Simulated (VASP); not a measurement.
# Cu2O (Pn-3m) in VASP: further runs

Cu2O is run at these levels: r2SCAN; tasks: single point.

All numbers are computed with VASP 6.6.1; they aren't measurements. Logs are shortened: lines on timing, memory, paths and dates and some standing lists are left out, and cuts for length are marked.

**Measured values to compare with.**

“Importance of surface oxygen vacancies for ultrafast hot carrier relaxation and transport in Cu2O”, 2021, arxiv:2103.03167 quotes, for a bulk crystal of Cu2O: band gap 2.17 eV (direct).

The runs below are set against these values where they give the same quantity.

### 1 The cell of the first run

It takes space group Pn-3m (No. 224, cubic). Conventional cell: a = 4.159 Å, b = 4.159 Å, c = 4.159 Å, α = 90.00°, β = 90.00°, γ = 90.00°. Cu (site symmetry -3m) has 2 O at 1.80 Å within 2.4 Å. O (site symmetry -43m) has 4 Cu at 1.80 Å within 2.4 Å.

### 2 Single point, r2SCAN (volume scaled by 0.94)

Input file POSCAR:

```
Cu2O
1.0
    4.1591357796      0.0000000000      0.0000000000
    0.0000000000      4.1591357796      0.0000000000
    0.0000000000      0.0000000000      4.1591357796
Cu O
4 2
Direct
    0.2500000000      0.2500000000      0.2500000000
    0.2500000000      0.7500000000      0.7500000000
    0.7500000000      0.7500000000      0.2500000000
    0.7500000000      0.2500000000      0.7500000000
    0.0000000000      0.0000000000      0.0000000000
    0.5000000000      0.5000000000      0.5000000000
```

Input file INCAR.step1:

```
ALGO     = Normal         # electronic algorithm
EDIFF    = 1E-5           # SCF threshold, eV
ENCUT    = 660            # plane-wave cutoff, eV
GGA      = PE             # functional
GGA_COMPAT= False        
ISMEAR   = 0              # smearing method
LASPH    = True           # aspherical terms in the spheres
LCHARG   = False          # write CHGCAR
LREAL    = False          # projectors in reciprocal space
LWAVE    = True           # write WAVECAR
NBANDS   = 37             # bands
NELM     = 120            # most SCF steps
PREC     = Accurate       # precision mode
SIGMA    = 0.02           # smearing width, eV
```

Input file INCAR.step2:

```
ALGO     = Normal         # electronic algorithm
EDIFF    = 1E-6           # SCF threshold, eV
ENCUT    = 660            # plane-wave cutoff, eV
GGA_COMPAT= False        
ISIF     = 2              # what is computed and relaxed
ISMEAR   = 0              # smearing method
ISTART   = 1            
LASPH    = True           # aspherical terms in the spheres
LCHARG   = False          # write CHGCAR
LMIXTAU  = True         
LREAL    = False          # projectors in reciprocal space
LWAVE    = False          # write WAVECAR
METAGGA  = R2SCAN         # meta-GGA
NBANDS   = 37             # bands
NELM     = 120            # most SCF steps
PREC     = Accurate       # precision mode
SIGMA    = 0.02           # smearing width, eV
```

Input file KPOINTS:

```
k-points
0
Gamma
  6 6 6
```

Potentials or basis: VASP PAW PBE potentials, release 64 (Cu, O).

Launch:

```console
> cat potpaw_PBE.64/Cu/POTCAR potpaw_PBE.64/O/POTCAR > POTCAR
> cp INCAR.step1 INCAR
> mpirun -np 1 vasp_std > vasp.out
> cp INCAR.step2 INCAR
> mpirun -np 1 vasp_std > vasp.out
```

OUTCAR:

```text
EDIFF = 1E-6
   ENCUT = 660
   ISIF = 2
   ISMEAR = 0
   ISTART = 1
   LASPH = True
   LREAL = False
   METAGGA = R2SCAN
   NELM = 120
   PREC = Accurate

 ion  position               nearest neighbor table
   1  0.250  0.250  0.250-   5 1.80   6 1.80
   2  0.250  0.750  0.750-   5 1.80   6 1.80
   3  0.750  0.750  0.250-   5 1.80   6 1.80
   4  0.750  0.250  0.750-   5 1.80   6 1.80
   5  0.000  0.000  0.000-   1 1.80   2 1.80   3 1.80   4 1.80
   6  0.500  0.500  0.500-   1 1.80   2 1.80   3 1.80   4 1.80

  LATTYP: Found a simple cubic cell.
 ALAT       =     4.1591357796

  Lattice vectors:

 A1 = (   4.1591357796,   0.0000000000,   0.0000000000)
 A2 = (   0.0000000000,   4.1591357796,   0.0000000000)
 A3 = (   0.0000000000,   0.0000000000,   4.1591357796)

Analysis of symmetry for initial positions (statically):
=====================================================================
 Subroutine PRICEL returns:
 Original cell was already a primitive cell.

 Routine SETGRP: Setting up the symmetry group for a
 simple cubic supercell.

 Subroutine GETGRP returns: Found 48 space group operations
 (whereof 24 operations were pure point group operations)
 out of a pool of 48 trial point group operations.

The static configuration has the point symmetry T_d .
 The point group associated with its full space group is O_h .

Analysis of symmetry for dynamics (positions and initial velocities):
=====================================================================
 Subroutine PRICEL returns:
 Original cell was already a primitive cell.

 Routine SETGRP: Setting up the symmetry group for a
 simple cubic supercell.

 Subroutine GETGRP returns: Found 48 space group operations
 (whereof 24 operations were pure point group operations)
 out of a pool of 48 trial point group operations.

The dynamic configuration has the point symmetry T_d .
 The point group associated with its full space group is O_h .

 Subroutine INISYM returns: Found 48 space group operations
 (whereof 24 operations are pure point group operations),
 and found     1 'primitive' translations

----------------------------------------------------------------------------------------
[... 94 lines left out ...]
   ENCUT  =  660.0 eV  48.51 Ry    6.96 a.u.   8.71  8.71  8.71*2*pi/ulx,y,z
   NELM   =    120;   NELMIN=  2; NELMDL=  0     # of ELM steps
   EDIFF  = 0.1E-05   stopping-criterion for ELM
   LREAL  =      F    real-space projection
   EDIFFG = 0.1E-04   stopping-criterion for IOM
   NSW    =      0    number of steps for IOM
   IBRION =     -1    ionic relax: 0-MD 1-quasi-New 2-CG
   NFREE  =      0    steps in history (QN), initial steepest desc. (CG)
   ISIF   =      2    stress and relaxation
   ISYM   =      2    0-nonsym 1-usesym 2-fastsym
   POTIM  = 0.5000    time-step for ionic-motion
   TEBEG  =    0.0;   TEEND  =   0.0 temperature during run
   PSTRESS=    0.0 pullay stress
   NELECT =      56.0000    total number of electrons
   NUPDOWN=      -1.0000    fix difference up-down
   EMIN   =  10.00;   EMAX   =-10.00  energy-range for DOS
   EFERMI =   0.00;   METHOD = LEGACY
   ISMEAR =     0;   SIGMA  =   0.02  broadening in eV -4-tet -1-fermi 0-gaus
   EFERMI_NEDOS =   21; number of points for ismear=-14 and -15
   IALGO  =     38    algorithm
   IMIX   =      4    mixing-type and parameters
     AMIX     =   0.40;   BMIX     =  1.00
     AMIX_MAG =   1.60;   BMIX_MAG =  1.00
  volume/ion in A,a.u.               =      11.99        80.92
  Fermi-wavevector in a.u.,A,eV,Ry     =   1.505917  2.845771 30.855107  2.267786
  Thomas-Fermi vector in A             =   2.616703
   LORBIT       =      0    0 simple, 1 ext, 2 COOP (PROOUT), +10 PAW based schemes
   METAGGA = R2SCAN    functional components
   LHFCALC =     F    Hartree Fock is set to
   AEXX    =    0.0000 exact exchange contribution
   IVDW    =     0    specifies the selected vdW correction
   LEPSILON=     F    determine dielectric tensor
   LRPA    =     F    only Hartree local field effects (RPA)
 non-spin polarized calculation
 Gauss-broadening in eV      SIGMA  =   0.02
  energy-cutoff  :      660.00
  volume of cell :       71.95
 maximum number of plane-waves:      2800
 NGX is ok and might be reduce to    36
   NGX = 17   NGY = 17   NGZ = 17

 number of electron      56.0000068 magnetization

 Free energy of the ion-electron system (eV)
  ---------------------------------------------------
  ext. energy  EPLUGINS =         0.00000000
  ---------------------------------------------------
  free energy    TOTEN  =       -58.05723944 eV

  energy without entropy =      -58.05723944  energy(sigma->0) =      -58.05723944

 E-fermi :   5.5565     XC(G=0): -12.0728

 val. band max:        5.4377797545   @ k =   0.0000   0.0000   0.0000
 cond. band min:       6.3803370169   @ k =   0.0000   0.0000   0.0000
 fundamental gap:      0.9425572623
 Fermi energy:         5.5565028096

 k-point     1 :       0.0000    0.0000    0.0000
  band No.  band energies     occupation
      1     -16.4979      2.00000
      2     -15.6460      2.00000
      3      -2.6801      2.00000
      4      -2.6801      2.00000
      5      -2.6801      2.00000
      6      -0.0075      2.00000
[... 789 lines left out ...]
     36      14.5015      0.00000
     37      20.4906      0.00000

------------------------ aborting loop because EDIFF is reached ----------------------------------------

  FORCE on cell =-STRESS in cart. coord.  units (eV):
  Direction    XX          YY          ZZ          XY          YZ          ZX
  --------------------------------------------------------------------------------------
  -------------------------------------------------------------------------------------
  Total        4.6419962      4.6419962      4.6419962      0.0000000      0.0000000      0.0000000
  in kB      103.3727484    103.3727484    103.3727484      0.0000000      0.0000000      0.0000000
  external PRESSURE =     103.3727484 kB  Pullay stress =       0.0000000 kB

 VOLUME and BASIS-vectors are now :
 -----------------------------------------------------------------------------
  energy-cutoff  :      660.00
  volume of cell :       71.95
      direct lattice vectors                 reciprocal lattice vectors
     4.159135780  0.000000000  0.000000000     0.240434565  0.000000000  0.000000000
     0.000000000  4.159135780  0.000000000     0.000000000  0.240434565  0.000000000
     0.000000000  0.000000000  4.159135780     0.000000000  0.000000000  0.240434565

 POSITION                                       TOTAL-FORCE (eV/Angst)
 -----------------------------------------------------------------------------------
      1.03978      1.03978      1.03978         0.000000     -0.000000      0.000000
      1.03978      3.11935      3.11935        -0.000000      0.000000      0.000000
      3.11935      3.11935      1.03978        -0.000000     -0.000000     -0.000000
      3.11935      1.03978      3.11935        -0.000000      0.000000     -0.000000
      0.00000      0.00000      0.00000         0.000000     -0.000000     -0.000000
      2.07957      2.07957      2.07957         0.000000     -0.000000     -0.000000
 -----------------------------------------------------------------------------------
    total drift:                                0.000000      0.000000      0.000000

  FREE ENERGIE OF THE ION-ELECTRON SYSTEM (eV)
  ---------------------------------------------------
  free  energy   TOTEN  =       -58.0572394385 eV

  energy  without entropy=      -58.0572394385  energy(sigma->0) =      -58.05723944
```

It took 94 s on 1 thread of Intel Xeon 6975P-C (Granite Rapids), shared host; peak memory 0.24 GiB.

Results:

```
Free energy            : -58.0572 eV
Pressure               : 10.3 GPa
Band gap on the k mesh : 0.94 eV, direct
```

Caveat: the PAW data sets were made with another functional, which shifts forces and pressure a little. A k mesh can miss the band edges.

(Continued in part 2 of 3.)
